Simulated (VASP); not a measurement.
# MgB (Pm-3m) in VASP: a series of runs

Runs on MgB. Level: r2SCAN. Tasks: relaxation of cell and atoms.

All numbers are computed with VASP 6.6.1; they aren't measurements. Logs are shortened: lines on timing, memory, paths and dates and some standing lists are left out, and cuts for length are marked.

**1. The cell of the first run**

The structure is cubic, space group Pm-3m (No. 221). Conventional cell: a = 2.895 Å, b = 2.895 Å, c = 2.895 Å, α = 90.00°, β = 90.00°, γ = 90.00°. Within 3.3 Å of Mg (site symmetry m-3m) lie 8 B at 2.51 Å and 6 Mg at 2.90 Å. Within 3.3 Å of B (site symmetry m-3m) lie 8 Mg at 2.51 Å and 6 B at 2.90 Å.

**2. Relaxation of cell and atoms, r2SCAN, target pressure 2 GPa, at which the enthalpy is minimised**

Input file POSCAR:

```
MgB
1.0
    2.8951500000      0.0000000000      0.0000000000
    0.0000000000      2.8951500000      0.0000000000
    0.0000000000      0.0000000000      2.8951500000
Mg B
1 1
Direct
    0.0000000000      0.0000000000      0.0000000000
    0.5000000000      0.5000000000      0.5000000000
```

Input file INCAR.step1:

```
PREC = Accurate
ENCUT = 600
ISMEAR = -1
SIGMA = 0.05
LREAL = F
LASPH = T
NELM = 100
GGA = PE
ALGO = Normal
EDIFF = 1E-4
LWAVE = T
LCHARG = F
```

Input file INCAR.step2:

```
PREC = Accurate
ENCUT = 600
EDIFF = 1E-6
ISMEAR = -1
SIGMA = 0.05
LREAL = F
LASPH = T
NELM = 100
ALGO = Normal
ISIF = 3
LWAVE = F
LCHARG = F
METAGGA = R2SCAN
LMIXTAU = T
IBRION = 2
NSW = 60
EDIFFG = -0.01
PSTRESS = 20.0
ISTART = 1
```

Input file KPOINTS:

```
regular mesh
0
Gamma
  9 9 9
```

Potentials or basis: VASP PAW PBE potentials, release 64 (Mg, B).

Command:

```bash
cat potpaw_PBE.64/Mg/POTCAR potpaw_PBE.64/B/POTCAR > POTCAR
cp INCAR.step1 INCAR
mpirun -np 1 vasp_std > vasp.out
cp INCAR.step2 INCAR
mpirun -np 1 vasp_std > vasp.out
```

OUTCAR:

```text
PREC = Accurate
   ENCUT = 600
   EDIFF = 1E-6
   ISMEAR = -1
   LREAL = F
   LASPH = T
   NELM = 100
   ISIF = 3
   METAGGA = R2SCAN
   IBRION = 2
   NSW = 60
   EDIFFG = -0.01
   PSTRESS = 20.0
   ISTART = 1

 ion  position               nearest neighbor table
   1  0.000  0.000  0.000-   2 2.51   2 2.51   2 2.51   2 2.51   2 2.51   2 2.51   2 2.51   2 2.51

   2  0.500  0.500  0.500-   1 2.51   1 2.51   1 2.51   1 2.51   1 2.51   1 2.51   1 2.51   1 2.51

  LATTYP: Found a simple cubic cell.
 ALAT       =     2.8951500000

  Lattice vectors:

 A1 = (   2.8951500000,   0.0000000000,   0.0000000000)
 A2 = (   0.0000000000,   2.8951500000,   0.0000000000)
 A3 = (   0.0000000000,   0.0000000000,   2.8951500000)

Analysis of symmetry for initial positions (statically):
=====================================================================
 Subroutine PRICEL returns:
 Original cell was already a primitive cell.

 Routine SETGRP: Setting up the symmetry group for a
 simple cubic supercell.

 Subroutine GETGRP returns: Found 48 space group operations
 (whereof 48 operations were pure point group operations)
 out of a pool of 48 trial point group operations.

The static configuration has the point symmetry O_h .

Analysis of symmetry for dynamics (positions and initial velocities):
=====================================================================
 Subroutine PRICEL returns:
 Original cell was already a primitive cell.

 Routine SETGRP: Setting up the symmetry group for a
 simple cubic supercell.

 Subroutine GETGRP returns: Found 48 space group operations
 (whereof 48 operations were pure point group operations)
 out of a pool of 48 trial point group operations.

The dynamic configuration has the point symmetry O_h .

 Subroutine INISYM returns: Found 48 space group operations
 (whereof 48 operations are pure point group operations),
 and found     1 'primitive' translations

----------------------------------------------------------------------------------------

                                     Primitive cell

  volume of cell :      24.2668

  direct lattice vectors                    reciprocal lattice vectors
     2.895150000  0.000000000  0.000000000     0.345405247  0.000000000  0.000000000
     0.000000000  2.895150000  0.000000000     0.000000000  0.345405247  0.000000000
     0.000000000  0.000000000  2.895150000     0.000000000  0.000000000  0.345405247

  length of vectors
     2.895150000  2.895150000  2.895150000     0.345405247  0.345405247  0.345405247

  position of ions in fractional coordinates (direct lattice)
     0.000000000  0.000000000  0.000000000
     0.500000000  0.500000000  0.500000000

  ion indices of the primitive-cell ions
   primitive index   ion index
                 1           1
                 2           2

----------------------------------------------------------------------------------------

 KPOINTS: regular mesh

Automatic generation of k-mesh.
 Grid dimensions read from file:
 generate k-points for:    9    9    9

 Generating k-lattice:

  Cartesian coordinates                     Fractional coordinates (reciprocal lattice)
     0.038378361  0.000000000  0.000000000     0.111111111  0.000000000  0.000000000
     0.000000000  0.038378361  0.000000000     0.000000000  0.111111111  0.000000000
     0.000000000  0.000000000  0.038378361     0.000000000  0.000000000  0.111111111

  Length of vectors
[... 57 lines left out ...]
   EDIFFG = -.1E-01   stopping-criterion for IOM
   NSW    =     60    number of steps for IOM
   IBRION =      2    ionic relax: 0-MD 1-quasi-New 2-CG
   NFREE  =      1    steps in history (QN), initial steepest desc. (CG)
   ISIF   =      3    stress and relaxation
   ISYM   =      2    0-nonsym 1-usesym 2-fastsym
   POTIM  = 0.5000    time-step for ionic-motion
   TEBEG  =    0.0;   TEEND  =   0.0 temperature during run
   PSTRESS=   20.0 pullay stress
   NELECT =       5.0000    total number of electrons
   NUPDOWN=      -1.0000    fix difference up-down
   EMIN   =  10.00;   EMAX   =-10.00  energy-range for DOS
   EFERMI =   0.00;   METHOD = LEGACY
   ISMEAR =    -1;   SIGMA  =   0.05  broadening in eV -4-tet -1-fermi 0-gaus
   EFERMI_NEDOS =   21; number of points for ismear=-14 and -15
   IALGO  =     38    algorithm
   IMIX   =      4    mixing-type and parameters
     AMIX     =   0.40;   BMIX     =  1.00
     AMIX_MAG =   1.60;   BMIX_MAG =  1.00
  volume/ion in A,a.u.               =      12.13        81.88
  Fermi-wavevector in a.u.,A,eV,Ry     =   0.966927  1.827227 12.720742  0.934948
  Thomas-Fermi vector in A             =   2.096770
   LORBIT       =      0    0 simple, 1 ext, 2 COOP (PROOUT), +10 PAW based schemes
   METAGGA = R2SCAN    functional components
   LHFCALC =     F    Hartree Fock is set to
   AEXX    =    0.0000 exact exchange contribution
   IVDW    =     0    specifies the selected vdW correction
   LEPSILON=     F    determine dielectric tensor
   LRPA    =     F    only Hartree local field effects (RPA)
 conjugate gradient relaxation of ions
 non-spin polarized calculation
  energy-cutoff  :      600.00
  volume of cell :       24.27
 maximum number of plane-waves:       819
 NGX is ok and might be reduce to    24
   NGX = 11   NGY = 11   NGZ = 11

--------------------------------------- Ionic step        1  -------------------------------------------

 number of electron       5.0000000 magnetization

 Free energy of the ion-electron system (eV)
  ---------------------------------------------------
  ext. energy  EPLUGINS =         0.00000000
  ---------------------------------------------------
  free energy    TOTEN  =        -9.93836255 eV

  energy without entropy =       -9.93154376  energy(sigma->0) =       -9.93495316

------------------------ aborting loop because EDIFF is reached ----------------------------------------

  FORCE on cell =-STRESS in cart. coord.  units (eV):
  Direction    XX          YY          ZZ          XY          YZ          ZX
  --------------------------------------------------------------------------------------
  -------------------------------------------------------------------------------------
  Total       -0.1880005     -0.1880005     -0.1880005      0.0000000      0.0000000     -0.0000000
  in kB      -12.4124166    -12.4124166    -12.4124166      0.0000000      0.0000000     -0.0000000
  external PRESSURE =     -32.4124166 kB  Pullay stress =      20.0000000 kB

 VOLUME and BASIS-vectors are now :
 -----------------------------------------------------------------------------
  energy-cutoff  :      600.00
  volume of cell :       24.27
      direct lattice vectors                 reciprocal lattice vectors
     2.895150000  0.000000000  0.000000000     0.345405247  0.000000000  0.000000000
     0.000000000  2.895150000  0.000000000     0.000000000  0.345405247  0.000000000
     0.000000000  0.000000000  2.895150000     0.000000000  0.000000000  0.345405247

 POSITION                                       TOTAL-FORCE (eV/Angst)
 -----------------------------------------------------------------------------------
      0.00000      0.00000      0.00000         0.000000      0.000000      0.000000
      1.44758      1.44758      1.44758         0.000000      0.000000      0.000000
 -----------------------------------------------------------------------------------
    total drift:                                0.000000     -0.000000     -0.000000

  FREE ENERGIE OF THE ION-ELECTRON SYSTEM (eV)
  ---------------------------------------------------
  free  energy   TOTEN  =        -9.9383625522 eV

  energy  without entropy=       -9.9315437607  energy(sigma->0) =       -9.93495316

  enthalpy is  TOTEN    =        -9.6354392917 eV   P V=        0.3029232605

--------------------------------------- Ionic step        2  -------------------------------------------

 number of electron       5.0000000 magnetization

 Free energy of the ion-electron system (eV)
  ---------------------------------------------------
  ext. energy  EPLUGINS =         0.00000000
  ---------------------------------------------------
  free energy    TOTEN  =        -9.93686042 eV

  energy without entropy =       -9.92974383  energy(sigma->0) =       -9.93330213

 E-fermi :   5.0622     XC(G=0): -11.1390

 val. band max:        4.9892505843   @ k =   0.3333   0.2222   0.0000
 cond. band min:       5.1262505418   @ k =   0.3333   0.2222   0.1111
 fundamental gap:      0.1369999576
 Fermi energy:         5.0621757926

 k-point     1 :       0.0000    0.0000    0.0000
  band No.  band energies     occupation
      1      -6.8255      2.00000
      2       7.7073      0.00000
      3       7.7073      0.00000
      4       7.7073      0.00000
      5      12.3392      0.00000
      6      12.3392      0.00000
[... 199 lines left out ...]
 k-point    24 :       0.4444    0.3333    0.1111
  band No.  band energies     occupation
      1      -1.9410      2.00000
      2       0.8912      2.00000
      3       3.5345      2.00000
      4       9.0256      0.00000
      5       9.3136      0.00000
      6      15.8870      0.00000

 [... further k-points ...]

------------------------ aborting loop because EDIFF is reached ----------------------------------------

  FORCE on cell =-STRESS in cart. coord.  units (eV):
  Direction    XX          YY          ZZ          XY          YZ          ZX
  --------------------------------------------------------------------------------------
  -------------------------------------------------------------------------------------
  Total        0.2808021      0.2808021      0.2808021     -0.0000000     -0.0000000      0.0000000
  in kB       19.2140160     19.2140160     19.2140160     -0.0000000     -0.0000000      0.0000000
  external PRESSURE =      -0.7859840 kB  Pullay stress =      20.0000000 kB

 VOLUME and BASIS-vectors are now :
 -----------------------------------------------------------------------------
  energy-cutoff  :      600.00
  volume of cell :       23.41
      direct lattice vectors                 reciprocal lattice vectors
     2.860866409  0.000000000 -0.000000000     0.349544459 -0.000000000 -0.000000000
     0.000000000  2.860866409  0.000000000    -0.000000000  0.349544459 -0.000000000
     0.000000000  0.000000000  2.860866409     0.000000000 -0.000000000  0.349544459

 POSITION                                       TOTAL-FORCE (eV/Angst)
 -----------------------------------------------------------------------------------
      0.00000      0.00000      0.00000         0.000000     -0.000000      0.000000
      1.43043      1.43043      1.43043        -0.000000      0.000000      0.000000
 -----------------------------------------------------------------------------------
    total drift:                                0.000000     -0.000000     -0.000000

  FREE ENERGIE OF THE ION-ELECTRON SYSTEM (eV)
  ---------------------------------------------------
  free  energy   TOTEN  =        -9.9368604219 eV

  energy  without entropy=       -9.9297438298  energy(sigma->0) =       -9.93330213

  enthalpy is  TOTEN    =        -9.6445716392 eV   P V=        0.2922887827

 reached required accuracy - stopping structural energy minimisation
```

It took 55 s on 1 thread of Intel Xeon 8259CL, shared host; peak memory 0.15 GiB.

What came out:

| Quantity | Value |
| --- | --- |
| Free energy | -9.9369 eV |
| Relaxed volume | 11.71 Å³/atom |
| Relaxed cell | a = 2.861 Å, b = 2.861 Å, c = 2.861 Å, α = 90.00°, β = 90.00°, γ = 90.00° |
| Space group after relaxing (to 0.1 Å) | Pm-3m (No. 221) |
| Energy change on relaxing (the run minimises the enthalpy) | +0.8 meV/atom |
| Ionic steps | 2 |
| Pressure after relaxing | 1.9 GPa |
| Band gap on the k mesh | zero (an odd number of electrons rules out a gap without spin polarisation) |

Step by step:
| step | energy change (eV) | largest force (eV/Å) | pressure (GPa) | volume (Å³) |
| --- | --- | --- | --- | --- |
| 1 | 0.0000 | 0.0000 | -1.24 | 24.27 |
| 2 | 0.0015 | 0.0000 | 1.92 | 23.41 |

Final structure:
```
Mg B
1.0
     2.86087    0.00000    0.00000
     0.00000    2.86087    0.00000
     0.00000    0.00000    2.86087
Mg B
1 1
Direct
  0.00000 0.00000 0.00000
  0.50000 0.50000 0.50000
```

Caveat: the cell is relaxed towards a set pressure, so the run minimises the enthalpy, not the energy; the PAW data sets were made with another functional, which shifts forces and pressure a little.

**3. Relaxation of cell and atoms, r2SCAN, target pressure 5 GPa, at which the enthalpy is minimised**

POSCAR is that of step 2.

Input file INCAR.step1:

```
ALGO = Normal
EDIFF = 1E-4
ENCUT = 600
GGA = PE
ISMEAR = -1
LASPH = T
LCHARG = F
LREAL = F
LWAVE = T
NELM = 100
PREC = Accurate
SIGMA = 0.05
```

Input file INCAR.step2:

```
ALGO = Normal
EDIFF = 1E-7
EDIFFG = -0.01
ENCUT = 600
IBRION = 2
ISIF = 3
ISMEAR = -1
ISTART = 1
LASPH = T
LCHARG = F
LMIXTAU = T
LREAL = F
LWAVE = F
METAGGA = R2SCAN
NELM = 100
NSW = 60
PREC = Accurate
PSTRESS = 50.0
SIGMA = 0.05
```

Input file KPOINTS:

```
k-points
0
Gamma
  9 9 9
```

Potentials or basis: VASP PAW PBE potentials, release 64 (Mg, B).

Command:

```bash
cat potpaw_PBE.64/Mg/POTCAR potpaw_PBE.64/B/POTCAR > POTCAR
cp INCAR.step1 INCAR
mpirun -np 1 vasp_std > vasp.out
cp INCAR.step2 INCAR
mpirun -np 1 vasp_std > vasp.out
```

Run time: 83 s. Hardware: 1 thread of Intel Xeon 8259CL, shared host; peak memory 0.15 GiB.

The run converged. Its results:

* Free energy: -9.9221 eV
* Relaxed volume: 11.36 Å³/atom
* Relaxed cell: a = 2.832 Å, b = 2.832 Å, c = 2.832 Å, α = 90.00°, β = 90.00°, γ = 90.00°
* Space group after relaxing (to 0.1 Å): Pm-3m (No. 221)
* Energy change on relaxing (the run minimises the enthalpy): +8.1 meV/atom
* Ionic steps: 3
* Pressure after relaxing: 5.0 GPa
* Band gap on the k mesh: zero (an odd number of electrons rules out a gap without spin polarisation)

Step by step:
```tsv
step	energy change (eV)	largest force (eV/Å)	pressure (GPa)	volume (Å³)
1	0.0000	0.0000	-1.24	24.27
2	0.0188	0.0000	5.39	22.65
3	0.0163	0.0000	5.01	22.72
```

Final structure:
```
CELL_PARAMETERS angstrom
2.83242 0.00000 0.00000
0.00000 2.83242 0.00000
0.00000 0.00000 2.83242
ATOMIC_POSITIONS crystal
Mg 0.00000 0.00000 0.00000
B 0.50000 0.50000 0.50000
```

Levels at points of the mesh, in eV from the Fermi level:
```
           k point  band 1  band 2  band 3  band 4  band 5
(0.00, 0.00, 0.00)  -12.08    2.71    2.71    2.71    7.32
```

Caveat: the cell is relaxed towards a set pressure, so the run minimises the enthalpy, not the energy; the PAW data sets were made with another functional, which shifts forces and pressure a little.

[end of part 1 of 2]
